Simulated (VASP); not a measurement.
Here is a VASP 6.6.1 calculation.

File INCAR:

```
SYSTEM = I
ALGO = Normal ; EDIFF = 1E-6
ENCUT = 520 ; GGA = PE
ISIF = 2 ; ISMEAR = -1
LASPH = .True. ; LCHARG = .False.
LREAL = .False. ; LWAVE = .False.
NBANDS = 10 ; NELM = 60
PREC = Accurate ; SIGMA = 0.05
```

File KPOINTS:

```
k-points
0
Gamma
  14 14 14
  0 0 0
```

The input POSCAR:

```
I
1.0
    0.0000000000      1.9603680868      1.9603680868
    1.9603680868      0.0000000000      1.9603680868
    1.9603680868      1.9603680868      0.0000000000
I
1
Direct
    0.0000000000      0.0000000000      0.0000000000
```

Potentials or basis: VASP PAW PBE potentials, release 64 (I).

Launch:

```bash
$ cat potpaw_PBE.64/I/POTCAR > POTCAR
$ mpirun -np 1 vasp_std > vasp.out
```

Task: Predict the pressure.

Result: 168.8 GPa.

Task: Estimate the band gap on the k mesh.

Result: Zero (an odd number of electrons rules out a gap without spin polarisation).

Caveat: the cell stands under pressure; spin-orbit coupling is left out, which moves the levels of the heavy elements; an odd number of electrons without spin polarisation forces a metal; a magnetic or distorted state may lie lower.
